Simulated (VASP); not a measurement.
# Sn (Immm) in VASP: notebook, part 2 of 2

VASP 6.6.1. Earlier steps stand in the parts before.

**3. Single point, PBEsol**

This run uses another cell than the first one, of 27.96 Å³/atom, 1.026 times its volume.

INCAR reads:

```
SYSTEM = Sn
PREC     = Accurate       ! precision mode
ENCUT    = 520            ! plane-wave cutoff, eV
EDIFF    = 1E-6           ! SCF threshold, eV
ISMEAR   = -1             ! smearing method
SIGMA    = 0.1            ! smearing width, eV
LREAL    = .FALSE.        ! projectors in reciprocal space
LASPH    = .TRUE.         ! aspherical terms in the spheres
NELM     = 100            ! most SCF steps
ALGO     = Normal         ! electronic algorithm
ISIF     = 2              ! what is computed and relaxed
LWAVE    = .FALSE.        ! write WAVECAR
LCHARG   = .TRUE.         ! write CHGCAR
GGA      = PS             ! functional
LELF     = .TRUE.         ! ELF
LVHAR    = .TRUE.       
NBANDS   = 13             ! bands
```

KPOINTS reads:

```
regular mesh
0
G
  12 12 12
  0 0 0
```

POSCAR reads:

```
Sn
1.0
   -1.7120295829      1.7606257315      2.3186911382
    1.7120295829     -1.7606257315      2.3186911382
    1.7120295829      1.7606257315     -2.3186911382
Sn
1
Direct
    0.0000000000      0.0000000000      0.0000000000
```

Potentials or basis: VASP PAW PBE potentials, release 64 (Sn_d).

Run with:

```
> cat potpaw_PBE.64/Sn_d/POTCAR > POTCAR
> mpirun -np 1 vasp_std > vasp.out
```

OUTCAR:

```text
SYSTEM = Sn
   PREC = Accurate
   ENCUT = 520
   EDIFF = 1E-6
   ISMEAR = -1
   LREAL = .FALSE.
   LASPH = .TRUE.
   NELM = 100
   ISIF = 2
   GGA = PS

 ion  position               nearest neighbor table
   1  0.000  0.000  0.000-

  LATTYP: Found a body centered orthorhombic cell.
 ALAT       =     3.4240591658
 B/A-ratio  =     1.0283851103
 C/A-ratio  =     1.3543522620

  Lattice vectors:

 A1 = (  -1.7120295829,   1.7606257315,   2.3186911382)
 A2 = (   1.7120295829,  -1.7606257315,   2.3186911382)
 A3 = (   1.7120295829,   1.7606257315,  -2.3186911382)

Analysis of symmetry for initial positions (statically):
=====================================================================
 Subroutine PRICEL returns:
 Original cell was already a primitive cell.

 Routine SETGRP: Setting up the symmetry group for a
 body centered orthorhombic supercell.

 Subroutine GETGRP returns: Found  8 space group operations
 (whereof  8 operations were pure point group operations)
 out of a pool of  8 trial point group operations.

The static configuration has the point symmetry D_2h.

[... 169 lines left out ...]
      3     -13.7761      2.00000
      4     -13.7434      2.00000
      5     -13.7079      2.00000
      6      -3.3065      2.00000
      7      14.8565      0.00000
      8      14.9990      0.00000
      9      15.4242      0.00000
     10      18.3052      0.00000
     11      18.9314      0.00000
     12      19.4403      0.00000
     13      19.6106      0.00000
[... 354 lines left out ...]
  band No.  band energies     occupation
      1     -13.7968      2.00000
      2     -13.7765      2.00000
      3     -13.7530      2.00000
      4     -13.6923      2.00000
      5     -13.6691      2.00000
      6       0.1568      2.00000
      7       5.1219      2.00000
      8       9.6009      0.00000
      9      13.2253      0.00000
     10      16.4538      0.00000
     11      19.5250      0.00000
     12      20.3803      0.00000
     13      22.4240      0.00000

 [... further k-points ...]

------------------------ aborting loop because EDIFF is reached ----------------------------------------

  FORCE on cell =-STRESS in cart. coord.  units (eV):
  Direction    XX          YY          ZZ          XY          YZ          ZX
  --------------------------------------------------------------------------------------
  -------------------------------------------------------------------------------------
  Total       -0.3957805     -0.5182980     -0.4934607      0.0000000      0.0000000      0.0000000
  in kB      -22.6821281    -29.7035876    -28.2801674      0.0000000      0.0000000      0.0000000
  external PRESSURE =     -26.8886277 kB  Pullay stress =       0.0000000 kB

 VOLUME and BASIS-vectors are now :
 -----------------------------------------------------------------------------
  energy-cutoff  :      520.00
  volume of cell :       27.96
      direct lattice vectors                 reciprocal lattice vectors
    -1.712029583  1.760625732  2.318691138     0.000000000  0.283989942  0.215638897
     1.712029583 -1.760625732  2.318691138     0.292051028  0.000000000  0.215638897
     1.712029583  1.760625732 -2.318691138     0.292051028  0.283989942  0.000000000

 POSITION                                       TOTAL-FORCE (eV/Angst)
 -----------------------------------------------------------------------------------
      0.00000      0.00000      0.00000         0.000000      0.000000      0.000000
 -----------------------------------------------------------------------------------
    total drift:                               -0.000000     -0.000000     -0.000000

  FREE ENERGIE OF THE ION-ELECTRON SYSTEM (eV)
  ---------------------------------------------------
  free  energy   TOTEN  =        -4.2239852612 eV

  energy  without entropy=       -4.2024459477  energy(sigma->0) =       -4.21321560
```

OSZICAR:

```text
N       E                     dE             d eps       ncg     rms          rms(c)
DAV:   1     0.807035664336E+02    0.80704E+02   -0.72302E+03  7507   0.160E+03
DAV:   2     0.146636344868E+01   -0.79237E+02   -0.76751E+02  7640   0.338E+02
DAV:   3    -0.412297617584E+01   -0.55893E+01   -0.55692E+01  8625   0.733E+01
DAV:   4    -0.423921662857E+01   -0.11624E+00   -0.11621E+00  8952   0.113E+01
DAV:   5    -0.424312364335E+01   -0.39070E-02   -0.39069E-02  9524   0.203E+00    0.126E+00
DAV:   6    -0.422851714266E+01    0.14607E-01   -0.15861E-02  9488   0.219E+00    0.674E-01
DAV:   7    -0.422424119037E+01    0.42760E-02   -0.87365E-03  9385   0.153E+00    0.110E-01
DAV:   8    -0.422398468023E+01    0.25651E-03   -0.69811E-04  8960   0.455E-01    0.191E-02
DAV:   9    -0.422398489758E+01   -0.21734E-06   -0.12882E-05 10081   0.432E-02    0.119E-02
DAV:  10    -0.422398526123E+01   -0.36366E-06   -0.87115E-07  6193   0.104E-02
   1 F= -.42239853E+01 E0= -.42132156E+01  d E =-.215393E-01
```

stdout:

```text
POSCAR found type information on POSCAR Sn
 POSCAR found :  1 types and       1 ions
 scaLAPACK will be used
 -----------------------------------------------------------------------------
|                                                                             |
|                                                                             |
|     You enforced a specific xc type in the INCAR file but a different       |
|     I HOPE YOU KNOW WHAT YOU ARE DOING!                                     |
|                                                                             |
 -----------------------------------------------------------------------------

 LDA part: xc-table for (Slater+PW92), standard interpolation
 POSCAR, INCAR and KPOINTS ok, starting setup
 FFT: planning ... GRIDC
 FFT: planning ... GRID_SOFT
 FFT: planning ... GRID
 WAVECAR not read
 entering main loop
```

Wall time 81 s (1 thread of Intel Xeon 6975P-C (Granite Rapids), shared host); peak memory 0.23 GiB.

Results:

```
Free energy            : -4.2240 eV
Pressure               : -2.7 GPa
Band gap on the k mesh : zero (band 7 reaches 14.86 eV, above the bottom of band 8 at 5.66 eV)
```

Stress tensor (GPa, compression positive):
```
-2.27  0.00  0.00
 0.00 -2.97  0.00
 0.00  0.00 -2.83
```

Levels at points of the mesh, in eV from the Fermi level:
```csv
k point,band 3,band 4,band 5,band 6,band 7,band 8,band 9,band 10,band 11,band 12
"(0.00, 0.00, 0.00)",-21.42,-21.39,-21.35,-10.95,7.21,7.35,7.78,10.66,11.29,11.79
"(0.50, 0.00, 0.00)",-21.43,-21.31,-21.29,-6.89,-4.53,5.37,6.14,9.88,10.12,10.33
"(0.00, 0.50, 0.00)",-21.41,-21.30,-21.29,-6.63,-4.46,4.94,5.83,9.38,9.77,10.08
"(0.50, 0.50, 0.00)",-21.31,-21.29,-21.27,-5.21,-3.68,2.09,2.47,5.59,5.97,19.33
"(0.50, 0.50, 0.50)",-21.31,-21.28,-21.28,-4.42,-3.17,1.22,1.87,4.66,5.50,19.35
```

Caveat: the PAW data sets were made with another functional, which shifts forces and pressure a little; spin-orbit coupling is left out, which moves the levels of the heavy elements.

**4. Single point, PBEsol**

This run uses another cell than the first one, of 28.67 Å³/atom, 1.053 times its volume.

INCAR reads:

```
SYSTEM = Sn
  PREC = Accurate
  ENCUT = 520
  EDIFF = 1E-6
  ISMEAR = -1
  SIGMA = 0.1
  LREAL = .False.
  LASPH = .True.
  NELM = 80
  ALGO = Normal
  ISIF = 2
  LWAVE = .False.
  LCHARG = .False.
  GGA = PS
  NBANDS = 13
```

KPOINTS reads:

```
regular mesh
0
Gamma
  12 12 12
  0 0 0
```

POSCAR reads:

```
Sn
1.0
   -1.7265390000      1.7755470000      2.3383420000
    1.7265390000     -1.7755470000      2.3383420000
    1.7265390000      1.7755470000     -2.3383420000
Sn
1
Direct
    0.0000000000      0.0000000000      0.0000000000
```

Run with:

```
> cat potpaw_PBE.64/Sn_d/POTCAR > POTCAR
> mpirun -np 1 vasp_std > vasp.out
```

It took 72 s on 1 thread of Intel Xeon 6975P-C (Granite Rapids), shared host; peak memory 0.23 GiB.

Results (log left out):

- Free energy: -4.2099 eV
- Pressure: -3.7 GPa
- Band gap on the k mesh: zero (band 7 reaches 14.37 eV, above the bottom of band 8 at 5.43 eV)

Stress tensor (GPa, compression positive):
```
-3.28  0.00  0.00
 0.00 -3.88  0.00
 0.00  0.00 -3.83
```

Levels at points of the mesh, in eV from the Fermi level:
| k point | band 4 | band 5 | band 6 | band 7 | band 8 | band 9 | band 10 | band 11 |
| --- | --- | --- | --- | --- | --- | --- | --- | --- |
| (0.00, 0.00, 0.00) | -21.38 | -21.35 | -10.77 | 7.02 | 7.16 | 7.56 | 10.62 | 11.14 |
| (0.50, 0.00, 0.00) | -21.31 | -21.29 | -6.85 | -4.40 | 5.24 | 5.99 | 9.68 | 10.09 |
| (0.00, 0.50, 0.00) | -21.30 | -21.30 | -6.60 | -4.33 | 4.81 | 5.68 | 9.19 | 9.66 |
| (0.50, 0.50, 0.00) | -21.29 | -21.27 | -5.23 | -3.57 | 2.06 | 2.43 | 5.51 | 5.92 |
| (0.50, 0.50, 0.50) | -21.28 | -21.28 | -4.47 | -3.07 | 1.21 | 1.85 | 4.61 | 5.46 |

Caveat: the PAW data sets were made with another functional, which shifts forces and pressure a little; spin-orbit coupling is left out, which moves the levels of the heavy elements.

**5. Single point, PBEsol**

This run uses another cell than the first one, of 29.39 Å³/atom, 1.079 times its volume.

INCAR reads:

```
SYSTEM = Sn
ALGO = Normal
EDIFF = 1E-6
ENCUT = 520
GGA = PS
ISIF = 2
ISMEAR = -1
LASPH = .True.
LCHARG = .False.
LREAL = .False.
LWAVE = .False.
NBANDS = 13
NELM = 60
PREC = Accurate
SIGMA = 0.1
```

KPOINTS reads:

```
k-points
0
Gamma
  12 12 12
  0 0 0
```

POSCAR reads:

```
Sn
1.0
   -1.7408085645      1.7902216076      2.3576680169
    1.7408085645     -1.7902216076      2.3576680169
    1.7408085645      1.7902216076     -2.3576680169
Sn
1
Direct
    0.0000000000      0.0000000000      0.0000000000
```

Run with:

```
> cat potpaw_PBE.64/Sn_d/POTCAR > POTCAR
> mpirun -np 1 vasp_std > vasp.out
```

Run time: 74 s. Hardware: 1 thread of Intel Xeon 6975P-C (Granite Rapids), shared host; peak memory 0.23 GiB.

It converged, with:

```
Free energy            : -4.1918 eV
Pressure               : -4.5 GPa
Band gap on the k mesh : zero (band 7 reaches 13.90 eV, above the bottom of band 8 at 5.22 eV)
```

Stress tensor (GPa, compression positive):
```
-4.17  0.00  0.00
 0.00 -4.67  0.00
 0.00  0.00 -4.72
```

Levels at points of the mesh, in eV from the Fermi level:
```csv
k point,band 5,band 6,band 7,band 8,band 9,band 10
"(0.00, 0.00, 0.00)",-21.35,-10.60,6.83,6.97,7.35,10.59
"(0.50, 0.00, 0.00)",-21.29,-6.81,-4.27,5.11,5.84,9.49
"(0.00, 0.50, 0.00)",-21.30,-6.57,-4.21,4.70,5.55,9.01
"(0.50, 0.50, 0.00)",-21.28,-5.25,-3.47,2.03,2.40,5.44
"(0.50, 0.50, 0.50)",-21.28,-4.52,-2.98,1.20,1.82,4.57
```

Caveat: the PAW data sets were made with another functional, which shifts forces and pressure a little; spin-orbit coupling is left out, which moves the levels of the heavy elements.

**6. The runs side by side**

```csv
cell,gap on the mesh (eV),pressure (GPa)
"a = 3.348 Å, angles 119.1, 117.2, 93.3°, 1 atom",none,-1.5
"a = 3.377 Å, angles 119.1, 117.2, 93.3°, 1 atom",none,-2.7
"a = 3.406 Å, angles 119.1, 117.2, 93.3°, 1 atom",none,-3.7
"a = 3.434 Å, angles 119.1, 117.2, 93.3°, 1 atom",none,-4.5
```

Alike in all rows: task single point; level PBEsol; potentials or basis VASP PAW PBE potentials, release 64 (Sn_d); no spin polarisation; k mesh 12 × 12 × 12; cutoff (eV) 520; smearing fermi-dirac 0.1 eV.

Caveats: the PAW data sets were made with another functional, which shifts forces and pressure a little; spin-orbit coupling is left out, which moves the levels of the heavy elements.

Absolute energies hang on the potentials; compare differences alone.
